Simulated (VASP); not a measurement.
# Rh (Fd-3m) in VASP: a series of runs

The runs below take Rh through relaxation of cell and atoms, single point, with PBEsol.

Everything below comes from runs of VASP 6.6.1. Logs are shortened: lines on timing, memory, paths and dates and some standing lists are left out, and cuts for length are marked.

### 1 The cell of the first run

Symmetry: Fd-3m, No. 227, cubic system. The conventional cell has a = 5.296 Å, b = 5.296 Å, c = 5.296 Å, α = 90.00°, β = 90.00°, γ = 90.00°. Within 3.0 Å of Rh (site symmetry -43m) lie 4 Rh at 2.29 Å.

This isn't the form of Rh at room conditions, which is fcc.

### 2 Relaxation of cell and atoms, PBEsol

INCAR reads:

```
SYSTEM = Rh
PREC = Accurate ; ENCUT = 600
EDIFF = 1E-6 ; ISMEAR = -1
SIGMA = 0.1 ; LREAL = .FALSE.
LASPH = .TRUE. ; NELM = 80
ALGO = Normal ; ISIF = 3
LWAVE = .FALSE. ; LCHARG = .FALSE.
GGA = PS ; IBRION = 2
NSW = 80 ; EDIFFG = -0.01
```

KPOINTS reads:

```
Automatic mesh
0
G
  10 10 10
  0 0 0
```

POSCAR reads:

```
Rh
1.0
    0.0000000000      2.6478639740      2.6478639740
    2.6478639740      0.0000000000      2.6478639740
    2.6478639740      2.6478639740      0.0000000000
Rh
2
Direct
    0.1250000000      0.1250000000      0.1250000000
    0.8750000000      0.8750000000      0.8750000000
```

Potentials or basis: VASP PAW PBE potentials, release 64 (Rh_pv).

Started as:

```bash
$ cat potpaw_PBE.64/Rh_pv/POTCAR > POTCAR
$ mpirun -np 1 vasp_std > vasp.out
```

OUTCAR:

```text
SYSTEM = Rh
   PREC = Accurate
   ENCUT = 600
   EDIFF = 1E-6
   ISMEAR = -1
   LREAL = .FALSE.
   LASPH = .TRUE.
   NELM = 80
   ISIF = 3
   GGA = PS
   IBRION = 2
   NSW = 80
   EDIFFG = -0.01

 ion  position               nearest neighbor table
   1  0.125  0.125  0.125-   2 2.29   2 2.29   2 2.29   2 2.29
   2  0.875  0.875  0.875-   1 2.29   1 2.29   1 2.29   1 2.29

  LATTYP: Found a face centered cubic cell.
 ALAT       =     5.2957279480

  Lattice vectors:

 A1 = (   0.0000000000,   2.6478639740,   2.6478639740)
 A2 = (   2.6478639740,   0.0000000000,   2.6478639740)
 A3 = (   2.6478639740,   2.6478639740,   0.0000000000)

Analysis of symmetry for initial positions (statically):
=====================================================================
 Subroutine PRICEL returns:
 Original cell was already a primitive cell.

 Routine SETGRP: Setting up the symmetry group for a
 face centered cubic supercell.

 Subroutine GETGRP returns: Found 48 space group operations
 (whereof 12 operations were pure point group operations)
 out of a pool of 48 trial point group operations.

The static configuration has the point symmetry D_3d.
 The point group associated with its full space group is O_h .

Analysis of symmetry for dynamics (positions and initial velocities):
=====================================================================
 Subroutine PRICEL returns:
 Original cell was already a primitive cell.

 Routine SETGRP: Setting up the symmetry group for a
 face centered cubic supercell.

 Subroutine GETGRP returns: Found 48 space group operations
 (whereof 12 operations were pure point group operations)
 out of a pool of 48 trial point group operations.

The dynamic configuration has the point symmetry D_3d.
 The point group associated with its full space group is O_h .

 Subroutine INISYM returns: Found 48 space group operations
 (whereof 12 operations are pure point group operations),
 and found     1 'primitive' translations

----------------------------------------------------------------------------------------

                                     Primitive cell

  volume of cell :      37.1293

  direct lattice vectors                    reciprocal lattice vectors
     0.000000000  2.647863974  2.647863974    -0.188831452  0.188831452  0.188831452
     2.647863974  0.000000000  2.647863974     0.188831452 -0.188831452  0.188831452
     2.647863974  2.647863974  0.000000000     0.188831452  0.188831452 -0.188831452

  length of vectors
[... 92 lines left out ...]
   PSTRESS=    0.0 pullay stress
   NELECT =      30.0000    total number of electrons
   NUPDOWN=      -1.0000    fix difference up-down
   EMIN   =  10.00;   EMAX   =-10.00  energy-range for DOS
   EFERMI =   0.00;   METHOD = LEGACY
   ISMEAR =    -1;   SIGMA  =   0.10  broadening in eV -4-tet -1-fermi 0-gaus
   EFERMI_NEDOS =   21; number of points for ismear=-14 and -15
   IALGO  =     38    algorithm
   IMIX   =      4    mixing-type and parameters
     AMIX     =   0.40;   BMIX     =  1.00
     AMIX_MAG =   1.60;   BMIX_MAG =  1.00
  volume/ion in A,a.u.               =      18.56       125.28
  Fermi-wavevector in a.u.,A,eV,Ry     =   1.524788  2.881432 31.633269  2.324980
  Thomas-Fermi vector in A             =   2.633047
   LORBIT       =      0    0 simple, 1 ext, 2 COOP (PROOUT), +10 PAW based schemes
   GGA     = PS    functional components
   LHFCALC =     F    Hartree Fock is set to
   AEXX    =    0.0000 exact exchange contribution
   IVDW    =     0    specifies the selected vdW correction
   LEPSILON=     F    determine dielectric tensor
   LRPA    =     F    only Hartree local field effects (RPA)
 conjugate gradient relaxation of ions
 non-spin polarized calculation
  energy-cutoff  :      600.00
  volume of cell :       37.13
 maximum number of plane-waves:      1266
 NGX is ok and might be reduce to    30
   NGX = 15   NGY = 15   NGZ = 15

--------------------------------------- Ionic step        1  -------------------------------------------

 number of electron      30.0000011 magnetization

 Free energy of the ion-electron system (eV)
  ---------------------------------------------------
  ext. energy  EPLUGINS =         0.00000000
  ---------------------------------------------------
  free energy    TOTEN  =       -13.61897541 eV

  energy without entropy =      -13.53036514  energy(sigma->0) =      -13.57467027

------------------------ aborting loop because EDIFF is reached ----------------------------------------

  FORCE on cell =-STRESS in cart. coord.  units (eV):
  Direction    XX          YY          ZZ          XY          YZ          ZX
  --------------------------------------------------------------------------------------
  -------------------------------------------------------------------------------------
  Total        3.2986451      3.2986451      3.2986451      0.0000000      0.0000000     -0.0000000
  in kB      142.3407235    142.3407235    142.3407235      0.0000000      0.0000000     -0.0000000
  external PRESSURE =     142.3407235 kB  Pullay stress =       0.0000000 kB
[... 95 lines left out ...]
--------------------------------------- Ionic step        4  -------------------------------------------

 number of electron      29.9999993 magnetization

 Free energy of the ion-electron system (eV)
  ---------------------------------------------------
  ext. energy  EPLUGINS =         0.00000000
  ---------------------------------------------------
  free energy    TOTEN  =       -13.74371716 eV

  energy without entropy =      -13.64188342  energy(sigma->0) =      -13.69280029

 E-fermi :   6.7059     XC(G=0): -11.5524

 val. band max:        6.6983500944   @ k =  -0.4000   0.2000   0.0000
 cond. band min:       6.7164956296   @ k =   0.4000   0.4000   0.0000
 fundamental gap:      0.0181455352
 Fermi energy:         6.7059210277

 k-point     1 :       0.0000    0.0000    0.0000
  band No.  band energies     occupation
      1     -40.5035      2.00000
      2     -40.5035      2.00000
      3     -40.5035      2.00000
      4     -39.8145      2.00000
      5     -39.8145      2.00000
      6     -39.8145      2.00000
[... 505 lines left out ...]
      6     -39.6896      2.00000
[... 11 lines left out ...]
     18      11.9208      0.00000
     19      12.7839      0.00000

 [... further k-points ...]

------------------------ aborting loop because EDIFF is reached ----------------------------------------

  FORCE on cell =-STRESS in cart. coord.  units (eV):
  Direction    XX          YY          ZZ          XY          YZ          ZX
  --------------------------------------------------------------------------------------
  -------------------------------------------------------------------------------------
  Total       -0.0100150     -0.0100150     -0.0100150      0.0000000      0.0000000      0.0000000
  in kB       -0.3992307     -0.3992307     -0.3992307      0.0000000      0.0000000      0.0000000
  external PRESSURE =      -0.3992307 kB  Pullay stress =       0.0000000 kB
[... 17 lines left out ...]
  FREE ENERGIE OF THE ION-ELECTRON SYSTEM (eV)
  ---------------------------------------------------
  free  energy   TOTEN  =       -13.7437171569 eV

  energy  without entropy=      -13.6418834159  energy(sigma->0) =      -13.69280029

 reached required accuracy - stopping structural energy minimisation
```

OSZICAR:

```text
N       E                     dE             d eps       ncg     rms          rms(c)
DAV:   1     0.342160910401E+03    0.34216E+03   -0.21017E+04  1786   0.192E+03
DAV:   2    -0.590626289151E+01   -0.34807E+03   -0.33838E+03  1867   0.532E+02
[... 32 lines left out ...]
   3 F= -.13743454E+02 E0= -.13692262E+02  d E =-.124479E+00
       N       E                     dE             d eps       ncg     rms          rms(c)
DAV:   1    -0.137523702934E+02   -0.89164E-02   -0.12790E-01  1798   0.432E+00    0.644E-01
DAV:   2    -0.137437454161E+02    0.86249E-02   -0.39941E-02  1804   0.197E+00    0.133E-01
DAV:   3    -0.137436906222E+02    0.54794E-04   -0.47502E-04  1801   0.214E-01    0.687E-02
DAV:   4    -0.137437175512E+02   -0.26929E-04   -0.14025E-04  1843   0.804E-02    0.493E-03
DAV:   5    -0.137437171569E+02    0.39422E-06   -0.37743E-06  1858   0.188E-02
   4 F= -.13743717E+02 E0= -.13692800E+02  d E =-.124742E+00
```

Wall time 2.2 min (1 thread of Intel Xeon 8259CL, shared host); peak memory 0.19 GiB.

Results:

- Free energy: -13.7437 eV
- Relaxed volume: 20.10 Å³/atom
- Relaxed cell: a = 3.845 Å, b = 3.845 Å, c = 3.845 Å, α = 60.00°, β = 60.00°, γ = 60.00°
- Space group after relaxing (to 0.1 Å): Fd-3m (No. 227)
- Energy gained by relaxing: 62.4 meV/atom
- Ionic steps: 4
- Pressure after relaxing: 0.0 GPa
- Band gap on the k mesh: zero (bands 15 and 16 overlap by 1.27 eV)

The path:
| step | energy change (eV) | largest force (eV/Å) | pressure (GPa) | volume (Å³) |
| --- | --- | --- | --- | --- |
| 1 | 0.0000 | 0.0000 | 14.23 | 37.13 |
| 2 | 0.2370 | 0.0000 | -15.16 | 46.72 |
| 3 | -0.1245 | 0.0000 | -0.56 | 40.33 |
| 4 | -0.1247 | 0.0000 | -0.04 | 40.19 |

Final structure:
```
Rh
1.0
     0.00000    2.71875    2.71875
     2.71875    0.00000    2.71875
     2.71875    2.71875    0.00000
Rh
2
Cartesian
  0.6797 0.6797 0.6797
  4.7578 4.7578 4.7578
```

Caveat: the PAW data sets were made with another functional, which shifts forces and pressure a little.

### 3 Single point, PBEsol

This run uses another cell than the first one, of 20.08 Å³/atom.

INCAR reads:

```
PREC     = Accurate       # precision mode
ENCUT    = 520            # plane-wave cutoff, eV
EDIFF    = 1E-7           # SCF threshold, eV
ISMEAR   = -1             # smearing method
SIGMA    = 0.1            # smearing width, eV
LREAL    = F              # projectors in reciprocal space
LASPH    = T              # aspherical terms in the spheres
NELM     = 80             # most SCF steps
ALGO     = Normal         # electronic algorithm
ISIF     = 2              # what is computed and relaxed
LWAVE    = F              # write WAVECAR
LCHARG   = F              # write CHGCAR
GGA      = PS             # functional
NBANDS   = 22             # bands
```

KPOINTS reads:

```
regular mesh
0
Gamma
  16 16 16
```

POSCAR reads:

```
Rh
1.0
    0.0000000000      2.7182005744      2.7182005744
    2.7182005744      0.0000000000      2.7182005744
    2.7182005744      2.7182005744      0.0000000000
Rh
2
Direct
    0.1250000000      0.1250000000      0.1250000000
    0.8750000000      0.8750000000      0.8750000000
```

Potentials or basis: VASP PAW PBE potentials, release 64 (Rh_pv).

Started as:

```bash
$ cat potpaw_PBE.64/Rh_pv/POTCAR > POTCAR
$ mpirun -np 1 vasp_std > vasp.out
```

Wall time 2.2 min (1 thread of Intel Xeon 8259CL, shared host); peak memory 0.24 GiB.

It converged, with:

| Item | Value |
| --- | --- |
| Free energy | -13.7489 eV |
| Pressure | 0.0 GPa |
| Band gap on the k mesh | zero (bands 15 and 16 overlap by 1.23 eV) |

Levels at points of the mesh, in eV from the Fermi level:
```tsv
k point	band 11	band 12	band 13	band 14	band 15	band 16	band 17	band 18	band 19	band 20
(0.00, 0.00, 0.00)	-4.09	-4.09	-1.51	-1.51	-1.51	0.43	0.43	12.59	12.88	12.88
(0.50, 0.00, 0.00)	-4.15	-3.85	-0.94	-0.94	-0.83	0.08	0.08	1.91	9.65	9.65
(0.50, 0.50, 0.00)	-2.28	-2.28	-2.21	-2.21	0.33	0.33	2.36	2.36	4.78	4.78
```

Caveat: the PAW data sets were made with another functional, which shifts forces and pressure a little.
